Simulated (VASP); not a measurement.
Wanted: the native input for a VASP 6.6.1 run.

```yaml
Task: single point
Functional: PBEsol
Potentials_or_basis: VASP PAW PBE potentials, release 64 (C)
Cutoff: 520 eV
k_mesh: 24 × 24 × 24
Occupations: fermi-dirac, width 0.08 eV
Spin: no spin polarisation
Dipole_correction: no
Further_INCAR_settings: ALGO = Normal; EDIFF = 1e-06; NBANDS = 8
```

The structure of C lies in POSCAR:

```
C
1.0
    0.0000000000      1.3859640707      1.3859640707
    1.3859640707      0.0000000000      1.3859640707
    1.3859640707      1.3859640707      0.0000000000
C
1
Direct
    0.0000000000      0.0000000000      0.0000000000
```

This cell differs from its parent crystal: volume scaled by 0.76.

These files were run (other wordings do the same):

INCAR

```
  ALGO = Normal
  EDIFF = 1E-6
  ENCUT = 520
  GGA = PS
  ISIF = 2
  ISMEAR = -1
  LASPH = True
  LCHARG = False
  LREAL = False
  LWAVE = False
  NBANDS = 8
  NELM = 100
  PREC = Accurate
  SIGMA = 0.08
```

KPOINTS

```
k-points
0
Gamma
  24 24 24
```

Potentials or basis: VASP PAW PBE potentials, release 64 (C).

Launch:

```bash
$ cat potpaw_PBE.64/C/POTCAR > POTCAR
$ mpirun -np 1 vasp_std > vasp.out
```

Results of the run:

| Property | Result |
| --- | --- |
| Pressure | 76.5 GPa |
| Band gap on the k mesh | zero (band 2 reaches 23.30 eV, above the bottom of band 3 at 8.45 eV) |

Caveat: the PAW data sets were made with another functional, which shifts forces and pressure a little.

Wall time 7.3 s on 1 thread of Intel(R) Xeon(R) Platinum 8259CL CPU @ 2.50GHz (Skylake/Cascade Lake) (shared host), peak memory 0.12 GiB.
